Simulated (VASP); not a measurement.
Si3Ni7, 20 atoms in the cell. The cell holds an amorphous packing of atoms, 20 atoms: a = 6.320 Å, b = 6.282 Å, c = 6.318 Å, α = 88.06°, β = 91.77°, γ = 89.07°. 

| Quantity | Value |
| --- | --- |
| Program | VASP 6.6.1 |
| Task | single point |
| Functional | PBE |
| Potentials or basis | VASP PAW PBE potentials, release 64 (Ni, Si) |
| Cutoff | 520 eV |
| k mesh | 1 × 1 × 1, shifted |
| Occupations | fermi-dirac, width 0.2146 eV |
| Spin | no spin polarisation |
| Dipole correction | no |
| Further INCAR settings | LREAL = Auto; ALGO = Normal; EDIFF = 1e-06; NBANDS = 98; ISYM = 0 |

Potentials or basis: VASP PAW PBE potentials, release 64 (Ni, Si).

Launch:

```bash
$ cat potpaw_PBE.64/Ni/POTCAR potpaw_PBE.64/Si/POTCAR > POTCAR
$ mpirun -np 1 vasp_std > vasp.out
```

Hardware: 1 thread of Intel(R) Xeon(R) Platinum 8488C (Sapphire Rapids) (shared host).

Q: How long does it take, and how much memory?

A: Run time: 110 s on 1 thread of Intel(R) Xeon(R) Platinum 8488C (Sapphire Rapids), on a shared host, peak memory 0.32 GiB. Counts: scf iterations 26, k points 1.
